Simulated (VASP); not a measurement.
A run of VASP 6.6.1 is set up as follows.

File INCAR:

```
PREC = Accurate
ENCUT = 520
EDIFF = 1E-6
ISMEAR = 0
SIGMA = 0.1
LREAL = False
LASPH = True
NELM = 100
ALGO = Normal
ISIF = 2
LWAVE = False
LCHARG = False
GGA = PE
NBANDS = 36
```

Contents of KPOINTS:

```
Automatic mesh
0
Gamma
  4 4 4
```

File POSCAR:

```
Zr3SnSe
1.0
    5.3065411772      0.0000000000      0.0000000000
    0.0000000000      5.3065411772      0.0000000000
    0.0000000000      0.0000000000      5.3065411772
Zr Sn Se
3 1 1
Direct
    0.5000000000      0.0000000000      0.0000000000
    0.0000000000      0.5000000000      0.0000000000
    0.0000000000      0.0000000000      0.5000000000
    0.0000000000      0.0000000000      0.0000000000
    0.5000000000      0.5000000000      0.5000000000
```

Potentials or basis: VASP PAW PBE potentials, release 64 (Zr_sv, Sn_d, Se).

Run with:

```bash
$ cat potpaw_PBE.64/Zr_sv/POTCAR potpaw_PBE.64/Sn_d/POTCAR potpaw_PBE.64/Se/POTCAR > POTCAR
$ mpirun -np 1 vasp_std > vasp.out
```

(1) Predict the pressure.

(2) Estimate the band gap on the k mesh.

Results:

(1) 0.4 GPa.

(2) zero (bands 28 and 29 overlap by 0.49 eV).

Caveat: spin-orbit coupling is left out, which moves the levels of the heavy elements.
